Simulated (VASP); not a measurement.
# Al5P2: single point with PBE

Crystal: Al5P2.

```xyz
7
Lattice="3.8096 0.0000 0.0000 0.0000 3.8096 0.0000 0.0000 0.0000 9.9680" Properties=species:S:1:pos:R:3 pbc="T T T"
Al    0.0000    0.0000    0.0000
Al    1.9048    1.9048    7.1156
Al    1.9048    1.9048    2.8524
Al    1.9048    0.0000    5.1485
Al    0.0000    1.9048    4.8194
P     1.9048    0.0000    1.4164
P     0.0000    1.9048    8.5516
```

| Property | Result |
| --- | --- |
| Program | VASP 6.6.1 |
| Task | single point |
| Functional | PBE |
| Potentials or basis | VASP PAW PBE potentials, release 64 (Al, P) |
| Cutoff | 520 eV |
| k mesh | 8 × 8 × 4 |
| Occupations | gaussian, width 0.1 eV |
| Spin | no spin polarisation |
| Dipole correction | no |
| k mesh for the DOS | 12 × 12 × 6 |
| Occupations for the DOS | tetrahedron |
| Further INCAR settings | ALGO = Normal; EDIFF = 1e-06 |

| Quantity | Value |
| --- | --- |
| Valence electrons inside the program's atomic spheres | Al 0.78, 0.76, 0.80 (each value once); P 2.58 |

Levels at points of the mesh, in eV from the Fermi level:
```csv
k point,band 8,band 9,band 10,band 11,band 12,band 13,band 14,band 15,band 16
"(0.00, 0.00, 0.00)",-1.36,-1.36,-1.19,0.06,0.06,0.31,0.99,1.98,2.51
"(0.50, 0.00, 0.00)",-2.72,-2.26,-1.43,-1.34,-1.33,1.66,2.85,2.97,3.08
"(0.50, 0.50, 0.00)",-4.08,-3.45,-3.18,-3.18,-2.75,-0.65,-0.09,-0.09,1.59
"(0.00, 0.00, 0.50)",-2.25,-1.46,-1.46,0.24,0.24,1.13,1.35,1.63,2.52
"(0.50, 0.00, 0.50)",-3.54,-1.34,-1.33,-1.14,-0.40,1.59,1.62,2.03,2.93
"(0.50, 0.50, 0.50)",-3.64,-3.58,-2.90,-2.90,-2.55,-1.22,-0.78,-0.78,1.59
```

Run time: 2.7 min on 1 thread of Intel(R) Xeon(R) Platinum 8488C (Sapphire Rapids) (shared host), peak memory 0.37 GiB.
